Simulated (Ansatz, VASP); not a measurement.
One calculation of CuSn3, two programs

```
CELL_PARAMETERS angstrom
5.19506 0.00000 0.00000
-2.59753 4.49905 0.00000
0.00000 0.00000 4.98695
ATOMIC_POSITIONS crystal
Cu 0.00000 0.00000 0.50000
Sn 0.33333 0.66667 0.50000
Sn 0.66667 0.33333 0.50000
Sn 0.00000 0.00000 0.00000
```

Alike in both runs: functional PBE; k mesh 12 × 12 × 10; occupations gaussian, width 0.1 eV; no spin polarisation.

Ansatz relaxed the structure, and its values are those at the end. VASP's run is a single point on that final structure, the one shown.

|  | VASP | Ansatz |
| --- | --- | --- |
| version | VASP 6.6.1 | Ansatz 0.2.0 |
| potentials or method | VASP PAW PBE potentials, release 64 (Cu, Sn_d), cutoff 520 eV | scalar-relativistic, plane waves, PAW |
| valence electrons in the cell | 53 | 61 |

|  | VASP | Ansatz | Ansatz less VASP |
| --- | --- | --- | --- |
| gap on the k mesh at the Fermi level (eV) | none | none | - |
| pressure (GPa) | -0.1 | 0.0 | +0.07 |

A gap of «none» marks a metal or a gap that the smearing closes. The functional is the same, so the differences come from potentials, cutoffs and numerics. VASP's potentials hold 53 valence electrons a cell and Ansatz's 61, so a difference there can come from the potentials and not from the codes.
